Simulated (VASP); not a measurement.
Set up this calculation in VASP 6.6.1, as the native input.

| Item | Value |
| --- | --- |
| Task | single point |
| Functional | r2SCAN |
| Potentials or basis | VASP PAW PBE potentials, release 64 (W_sv) |
| Cutoff | 520 eV |
| k mesh | 18 × 18 × 18 |
| Occupations | gaussian, width 0.05 eV |
| Spin | no spin polarisation |
| Dipole correction | no |
| Further INCAR settings | ALGO = Normal; EDIFF = 1e-06; NBANDS = 13 |

The system is W.

```
W
1.0
    -1.58413    1.58413    1.58413
     1.58413   -1.58413    1.58413
     1.58413    1.58413   -1.58413
W
1
Direct
  0.00000 0.00000 0.00000
```

One way to write it, as run:

POSCAR

```
W
1.0
   -1.5841318507      1.5841318507      1.5841318507
    1.5841318507     -1.5841318507      1.5841318507
    1.5841318507      1.5841318507     -1.5841318507
W
1
Direct
    0.0000000000      0.0000000000      0.0000000000
```

INCAR.step1

```
SYSTEM = W
ALGO = Normal
EDIFF = 1E-4
ENCUT = 520
GGA = PE
ISMEAR = 0
LASPH = .True.
LCHARG = .False.
LREAL = .False.
LWAVE = .True.
NBANDS = 13
NELM = 100
PREC = Accurate
SIGMA = 0.05
```

INCAR.step2

```
SYSTEM = W
ALGO = Normal
EDIFF = 1E-6
ENCUT = 520
ISIF = 2
ISMEAR = 0
ISTART = 1
LASPH = .True.
LCHARG = .True.
LELF = .True.
LMIXTAU = .True.
LREAL = .False.
LVHAR = .True.
LWAVE = .False.
METAGGA = R2SCAN
NBANDS = 13
NELM = 100
PREC = Accurate
SIGMA = 0.05
```

KPOINTS

```
k-points
0
Gamma
  18 18 18
  0 0 0
```

Potentials or basis: VASP PAW PBE potentials, release 64 (W_sv).

Launch:

```console
$ cat potpaw_PBE.64/W_sv/POTCAR > POTCAR
$ cp INCAR.step1 INCAR
$ mpirun -np 1 vasp_std > vasp.out
$ cp INCAR.step2 INCAR
$ mpirun -np 1 vasp_std > vasp.out
```

Results of the run:

```
Pressure               : 1.2 GPa
Band gap on the k mesh : zero (bands 7 and 8 overlap by 6.59 eV)
```

Caveat: the PAW data sets were made with another functional, which shifts forces and pressure a little; spin-orbit coupling is left out, which moves the levels of the heavy elements.

Run time: 2.3 min on 1 thread of Intel Xeon 8259CL (shared host), peak memory 0.16 GiB.
